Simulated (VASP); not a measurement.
# LaZn in VASP: further runs, part 2 of 3

VASP 6.6.1. Earlier steps stand in the parts before.

### Step 4. Electric field gradients, LDA (zz strain of -1 %)

INCAR reads:

```
SYSTEM = LaZn
ALGO = Normal ; EDIFF = 1E-8
ENCUT = 520 ; GGA = CA
ISIF = 2 ; ISMEAR = -1
LASPH = .TRUE. ; LCHARG = .FALSE.
LEFG = .TRUE. ; LREAL = .FALSE.
LWAVE = .FALSE. ; NBANDS = 18
NELM = 60 ; PREC = Accurate
SIGMA = 0.05
```

KPOINTS reads:

```
k-points
0
G
  9 9 9
  0 0 0
```

POSCAR reads:

```
LaZn
1.0
    3.7500000000      0.0000000000      0.0000000000
    0.0000000000      3.7500000000      0.0000000000
    0.0000000000      0.0000000000      3.7125000000
La Zn
1 1
Direct
    0.5000000000      0.5000000000      0.5000000000
    0.0000000000      0.0000000000      0.0000000000
```

Potentials or basis: VASP PAW LDA potentials, release 64 (La, Zn).

Command:

```sh
$ cat potpaw_LDA.64/La/POTCAR potpaw_LDA.64/Zn/POTCAR > POTCAR
$ mpirun -np 1 vasp_std > vasp.out
```

OUTCAR:

```text
SYSTEM = LaZn
   EDIFF = 1E-8
   ENCUT = 520
   GGA = CA
   ISIF = 2
   ISMEAR = -1
   LASPH = .TRUE.
   LREAL = .FALSE.
   NELM = 60
   PREC = Accurate

 ion  position               nearest neighbor table
   1  0.500  0.500  0.500-   2 3.24   2 3.24   2 3.24   2 3.24   2 3.24   2 3.24   2 3.24   2 3.24

   2  0.000  0.000  0.000-   1 3.24   1 3.24   1 3.24   1 3.24   1 3.24   1 3.24   1 3.24   1 3.24

  LATTYP: Found a simple tetragonal cell.
 ALAT       =     3.7500000000
 C/A-ratio  =     0.9900000000

  Lattice vectors:

 A1 = (   3.7500000000,   0.0000000000,   0.0000000000)
 A2 = (   0.0000000000,   3.7500000000,   0.0000000000)
 A3 = (   0.0000000000,   0.0000000000,   3.7125000000)

Analysis of symmetry for initial positions (statically):
=====================================================================
 Subroutine PRICEL returns:
 Original cell was already a primitive cell.

 Routine SETGRP: Setting up the symmetry group for a
 simple tetragonal supercell.

 Subroutine GETGRP returns: Found 16 space group operations
 (whereof 16 operations were pure point group operations)
 out of a pool of 16 trial point group operations.

The static configuration has the point symmetry D_4h.

Analysis of symmetry for dynamics (positions and initial velocities):
=====================================================================
 Subroutine PRICEL returns:
 Original cell was already a primitive cell.

 Routine SETGRP: Setting up the symmetry group for a
 simple tetragonal supercell.

 Subroutine GETGRP returns: Found 16 space group operations
 (whereof 16 operations were pure point group operations)
 out of a pool of 16 trial point group operations.

The dynamic configuration has the point symmetry D_4h.

 Subroutine INISYM returns: Found 16 space group operations
 (whereof 16 operations are pure point group operations),
 and found     1 'primitive' translations

----------------------------------------------------------------------------------------

                                     Primitive cell

  volume of cell :      52.2070

  direct lattice vectors                    reciprocal lattice vectors
     3.750000000  0.000000000  0.000000000     0.266666667  0.000000000  0.000000000
     0.000000000  3.750000000  0.000000000     0.000000000  0.266666667  0.000000000
     0.000000000  0.000000000  3.712500000     0.000000000  0.000000000  0.269360269

  length of vectors
     3.750000000  3.750000000  3.712500000     0.266666667  0.266666667  0.269360269

  position of ions in fractional coordinates (direct lattice)
     0.500000000  0.500000000  0.500000000
     0.000000000  0.000000000  0.000000000

  ion indices of the primitive-cell ions
   primitive index   ion index
                 1           1
                 2           2

----------------------------------------------------------------------------------------

 KPOINTS: k-points

Automatic generation of k-mesh.
 Grid dimensions read from file:
[... 72 lines left out ...]
   ISYM   =      2    0-nonsym 1-usesym 2-fastsym
   POTIM  = 0.5000    time-step for ionic-motion
   TEBEG  =    0.0;   TEEND  =   0.0 temperature during run
   PSTRESS=    0.0 pullay stress
   NELECT =      23.0000    total number of electrons
   NUPDOWN=      -1.0000    fix difference up-down
   EMIN   =  10.00;   EMAX   =-10.00  energy-range for DOS
   EFERMI =   0.00;   METHOD = LEGACY
   ISMEAR =    -1;   SIGMA  =   0.05  broadening in eV -4-tet -1-fermi 0-gaus
   EFERMI_NEDOS =   21; number of points for ismear=-14 and -15
   IALGO  =     38    algorithm
   IMIX   =      4    mixing-type and parameters
     AMIX     =   0.40;   BMIX     =  1.00
     AMIX_MAG =   1.60;   BMIX_MAG =  1.00
  volume/ion in A,a.u.               =      26.10       176.16
  Fermi-wavevector in a.u.,A,eV,Ry     =   1.245684  2.354001 21.112539  1.551728
  Thomas-Fermi vector in A             =   2.379895
   LORBIT       =      0    0 simple, 1 ext, 2 COOP (PROOUT), +10 PAW based schemes
   GGA     = CA    functional components
   LHFCALC =     F    Hartree Fock is set to
   AEXX    =    0.0000 exact exchange contribution
   IVDW    =     0    specifies the selected vdW correction
   LEPSILON=     F    determine dielectric tensor
   LRPA    =     F    only Hartree local field effects (RPA)
 non-spin polarized calculation
  energy-cutoff  :      520.00
  volume of cell :       52.21
 maximum number of plane-waves:      1419
 NGX is ok and might be reduce to    28
   NGX = 13   NGY = 13   NGZ = 13

 number of electron      23.0000032 magnetization

 Free energy of the ion-electron system (eV)
  ---------------------------------------------------
  ext. energy  EPLUGINS =         0.00000000
  ---------------------------------------------------
  free energy    TOTEN  =        -7.94612577 eV

  energy without entropy =       -7.92263458  energy(sigma->0) =       -7.93438018

 E-fermi :   6.1230     XC(G=0): -10.4191

 val. band max:        6.1130613319   @ k =   0.2222   0.2222   0.2222
 cond. band min:       6.1241761667   @ k =   0.4444   0.1111   0.4444
 fundamental gap:      0.0111148348
 Fermi energy:         6.1230071140

 k-point     1 :       0.0000    0.0000    0.0000
  band No.  band energies     occupation
      1     -26.5506      2.00000
      2      -9.9437      2.00000
      3      -9.9437      2.00000
      4      -9.9105      2.00000
      5      -1.0309      2.00000
      6      -1.0301      2.00000
[... 481 lines left out ...]
      5      -0.9669      2.00000
      6      -0.9294      2.00000
[... 10 lines left out ...]
     17       7.9388      0.00000
     18       7.9856      0.00000

 [... further k-points ...]

------------------------ aborting loop because EDIFF is reached ----------------------------------------

  FORCE on cell =-STRESS in cart. coord.  units (eV):
  Direction    XX          YY          ZZ          XY          YZ          ZX
  --------------------------------------------------------------------------------------
  -------------------------------------------------------------------------------------
  Total       -1.1974181     -1.1974181     -1.1075796      0.0000000      0.0000000      0.0000000
  in kB      -36.7474655    -36.7474655    -33.9904216      0.0000000      0.0000000      0.0000000
  external PRESSURE =     -35.8284509 kB  Pullay stress =       0.0000000 kB

 VOLUME and BASIS-vectors are now :
 -----------------------------------------------------------------------------
  energy-cutoff  :      520.00
  volume of cell :       52.21
      direct lattice vectors                 reciprocal lattice vectors
     3.750000000  0.000000000  0.000000000     0.266666667  0.000000000  0.000000000
     0.000000000  3.750000000  0.000000000     0.000000000  0.266666667  0.000000000
     0.000000000  0.000000000  3.712500000     0.000000000  0.000000000  0.269360269

 POSITION                                       TOTAL-FORCE (eV/Angst)
 -----------------------------------------------------------------------------------
      1.87500      1.87500      1.85625         0.000000      0.000000      0.000000
      0.00000      0.00000      0.00000         0.000000      0.000000      0.000000
 -----------------------------------------------------------------------------------
    total drift:                               -0.000000      0.000000      0.000000

  FREE ENERGIE OF THE ION-ELECTRON SYSTEM (eV)
  ---------------------------------------------------
  free  energy   TOTEN  =        -7.9461257726 eV

  energy  without entropy=       -7.9226345792  energy(sigma->0) =       -7.93438018

 Electric field gradients (V/A^2)
---------------------------------------------------------------------
 ion       V_xx      V_yy      V_zz      V_xy      V_xz      V_yz
---------------------------------------------------------------------
   1      -3.032    -3.032     6.065    -0.000     0.000    -0.000
   2      -0.130    -0.130     0.259    -0.000    -0.000    -0.000
---------------------------------------------------------------------

 Electric field gradients after diagonalization (V/A^2)
 (convention: |V_zz| > |V_xx| > |V_yy|)
----------------------------------------------------------------------
 ion       V_xx      V_yy      V_zz     asymmetry (V_yy - V_xx)/ V_zz
----------------------------------------------------------------------
   1      -3.032    -3.032     6.065       0.000
   2      -0.130    -0.130     0.259       0.000
----------------------------------------------------------------------

           NMR quadrupolar parameters

 Cq : quadrupolar parameter    Cq=e*Q*V_zz/h
 eta: asymmetry parameters     (V_yy - V_xx)/ V_zz
 Q  : nuclear electric quadrupole moment in mb (millibarn)
----------------------------------------------------------------------
 ion       Cq(MHz)       eta       Q (mb)
----------------------------------------------------------------------
   1       0.015       0.000       1.000
   2       0.001       0.000       1.000
----------------------------------------------------------------------
```

OSZICAR:

```text
N       E                     dE             d eps       ncg     rms          rms(c)
DAV:   1     0.164438961042E+03    0.16444E+03   -0.96278E+03  2796   0.195E+03
DAV:   2     0.116085236093E+02   -0.15283E+03   -0.14806E+03  3280   0.277E+02
DAV:   3    -0.673658771721E+01   -0.18345E+02   -0.17713E+02  3476   0.113E+02
DAV:   4    -0.818638826755E+01   -0.14498E+01   -0.13444E+01  5064   0.236E+01
DAV:   5    -0.823982573679E+01   -0.53437E-01   -0.53283E-01  3784   0.414E+00    0.345E+00
DAV:   6    -0.797272166350E+01    0.26710E+00   -0.23812E+00  4076   0.196E+01    0.222E+00
DAV:   7    -0.795411153289E+01    0.18610E-01   -0.21540E-01  3488   0.563E+00    0.103E+00
DAV:   8    -0.794666481444E+01    0.74467E-02   -0.19239E-02  4800   0.118E+00    0.177E-01
DAV:   9    -0.794614724857E+01    0.51757E-03   -0.97103E-04  4344   0.298E-01    0.383E-02
DAV:  10    -0.794612610770E+01    0.21141E-04   -0.15077E-04  4598   0.111E-01    0.983E-03
DAV:  11    -0.794612538543E+01    0.72226E-06   -0.19594E-05  3712   0.473E-02    0.422E-03
DAV:  12    -0.794612577970E+01   -0.39426E-06   -0.17874E-06  5016   0.116E-02    0.113E-03
DAV:  13    -0.794612577261E+01    0.70886E-08   -0.82292E-08  3768   0.241E-03
   1 F= -.79461258E+01 E0= -.79343802E+01  d E =-.234912E-01
```

Wall time 53 s (1 thread of Intel Xeon Platinum 8488C (Sapphire Rapids), shared host); peak memory 0.21 GiB.

What came out:

* Free energy: -7.9461 eV
* Pressure: -3.6 GPa
* Band gap on the k mesh: zero (an odd number of electrons rules out a gap without spin polarisation)
* Largest electric field gradient by atom: La +6.1; Zn +0.3 V/Å²

Electric field gradients, principal values (V/Å²):
```tsv
atom	least	middle	greatest (by size)
1 La	-3.032	-3.032	6.065
2 Zn	-0.130	-0.130	0.259
```

Caveat: the cell differs from its parent crystal (zz strain of -1 %); the cell stands under tension; without QUAD_EFG the Cq values of the log hold for a quadrupole moment of 1 mb, not for the nuclei; spin-orbit coupling is left out, which moves the levels of the heavy elements.

### Step 5. Electric field gradients, LDA (zz strain of -1 %)

INCAR reads:

```
ALGO     = Normal         # electronic algorithm
EDIFF    = 1E-8           # SCF threshold, eV
ENCUT    = 520            # plane-wave cutoff, eV
GGA      = CA             # functional
ISIF     = 2              # what is computed and relaxed
ISMEAR   = -1             # smearing method
LASPH    = T              # aspherical terms in the spheres
LCHARG   = F              # write CHGCAR
LEFG     = T            
LREAL    = F              # projectors in reciprocal space
LWAVE    = F              # write WAVECAR
NBANDS   = 18             # bands
NELM     = 100            # most SCF steps
PREC     = Accurate       # precision mode
SIGMA    = 0.05           # smearing width, eV
```

KPOINTS reads:

```
k-points
0
Gamma
  9 9 9
```

POSCAR is that of step 4.

Potentials or basis: VASP PAW LDA potentials, release 64 (La, Zn).

Command:

```sh
$ cat potpaw_LDA.64/La/POTCAR potpaw_LDA.64/Zn/POTCAR > POTCAR
$ mpirun -np 1 vasp_std > vasp.out
```

OUTCAR:

```text
EDIFF = 1E-8
   ENCUT = 520
   GGA = CA
   ISIF = 2
   ISMEAR = -1
   LASPH = T
   LREAL = F
   NELM = 100
   PREC = Accurate

 ion  position               nearest neighbor table
   1  0.500  0.500  0.500-   2 3.24   2 3.24   2 3.24   2 3.24   2 3.24   2 3.24   2 3.24   2 3.24

   2  0.000  0.000  0.000-   1 3.24   1 3.24   1 3.24   1 3.24   1 3.24   1 3.24   1 3.24   1 3.24

  LATTYP: Found a simple tetragonal cell.
 ALAT       =     3.7500000000
 C/A-ratio  =     0.9900000000

  Lattice vectors:

 A1 = (   3.7500000000,   0.0000000000,   0.0000000000)
 A2 = (   0.0000000000,   3.7500000000,   0.0000000000)
[... 717 lines left out ...]
  free  energy   TOTEN  =        -7.9461257726 eV

  energy  without entropy=       -7.9226345792  energy(sigma->0) =       -7.93438018

 Electric field gradients (V/A^2)
---------------------------------------------------------------------
 ion       V_xx      V_yy      V_zz      V_xy      V_xz      V_yz
---------------------------------------------------------------------
   1      -3.032    -3.032     6.065    -0.000     0.000    -0.000
   2      -0.130    -0.130     0.259    -0.000    -0.000    -0.000
---------------------------------------------------------------------

 Electric field gradients after diagonalization (V/A^2)
 (convention: |V_zz| > |V_xx| > |V_yy|)
----------------------------------------------------------------------
 ion       V_xx      V_yy      V_zz     asymmetry (V_yy - V_xx)/ V_zz
----------------------------------------------------------------------
   1      -3.032    -3.032     6.065       0.000
   2      -0.130    -0.130     0.259       0.000
----------------------------------------------------------------------

           NMR quadrupolar parameters

 Cq : quadrupolar parameter    Cq=e*Q*V_zz/h
 eta: asymmetry parameters     (V_yy - V_xx)/ V_zz
 Q  : nuclear electric quadrupole moment in mb (millibarn)
----------------------------------------------------------------------
 ion       Cq(MHz)       eta       Q (mb)
----------------------------------------------------------------------
   1       0.015       0.000       1.000
   2       0.001       0.000       1.000
----------------------------------------------------------------------
```

OSZICAR:

```text
N       E                     dE             d eps       ncg     rms          rms(c)
DAV:   1     0.164438961042E+03    0.16444E+03   -0.96278E+03  2796   0.195E+03
DAV:   2     0.116085236093E+02   -0.15283E+03   -0.14806E+03  3280   0.277E+02
DAV:   3    -0.673658771721E+01   -0.18345E+02   -0.17713E+02  3476   0.113E+02
DAV:   4    -0.818638826755E+01   -0.14498E+01   -0.13444E+01  5064   0.236E+01
DAV:   5    -0.823982573679E+01   -0.53437E-01   -0.53283E-01  3784   0.414E+00    0.345E+00
DAV:   6    -0.797272166350E+01    0.26710E+00   -0.23812E+00  4076   0.196E+01    0.222E+00
DAV:   7    -0.795411153289E+01    0.18610E-01   -0.21540E-01  3488   0.563E+00    0.103E+00
DAV:   8    -0.794666481444E+01    0.74467E-02   -0.19239E-02  4800   0.118E+00    0.177E-01
DAV:   9    -0.794614724857E+01    0.51757E-03   -0.97103E-04  4344   0.298E-01    0.383E-02
DAV:  10    -0.794612610770E+01    0.21141E-04   -0.15077E-04  4598   0.111E-01    0.983E-03
DAV:  11    -0.794612538543E+01    0.72226E-06   -0.19594E-05  3712   0.473E-02    0.422E-03
DAV:  12    -0.794612577970E+01   -0.39426E-06   -0.17874E-06  5016   0.116E-02    0.113E-03
DAV:  13    -0.794612577261E+01    0.70886E-08   -0.82292E-08  3768   0.241E-03
   1 F= -.79461258E+01 E0= -.79343802E+01  d E =-.234912E-01
```

stdout:

```text
POSCAR found type information on POSCAR LaZn
 POSCAR found :  2 types and       2 ions
 scaLAPACK will be used
 LDA part: xc-table for (Slater(with rela. corr.)+CA(PZ))
 , standard interpolation
 POSCAR, INCAR and KPOINTS ok, starting setup
 FFT: planning ... GRIDC
 FFT: planning ... GRID_SOFT
 FFT: planning ... GRID
 WAVECAR not read
 entering main loop
ion   1

ion   2
```

Run time: 49 s. Hardware: 1 thread of Intel Xeon Platinum 8488C (Sapphire Rapids), shared host; peak memory 0.21 GiB.

Results:

```
Free energy                             : -7.9461 eV
Pressure                                : -3.6 GPa
Band gap on the k mesh                  : zero (an odd number of electrons rules out a gap without spin polarisation)
Largest electric field gradient by atom : La +6.1; Zn +0.3 V/Å²
```

Electric field gradients, principal values (V/Å²):
```csv
atom,least,middle,greatest (by size)
1 La,-3.032,-3.032,6.065
2 Zn,-0.130,-0.130,0.259
```

Caveat: the cell differs from its parent crystal (zz strain of -1 %); the cell stands under tension; without QUAD_EFG the Cq values of the log hold for a quadrupole moment of 1 mb, not for the nuclei; spin-orbit coupling is left out, which moves the levels of the heavy elements.

(Part 2 of 3 ends here.)

The gap in the log of VASP goes by the Fermi energy; the results here count the filled bands.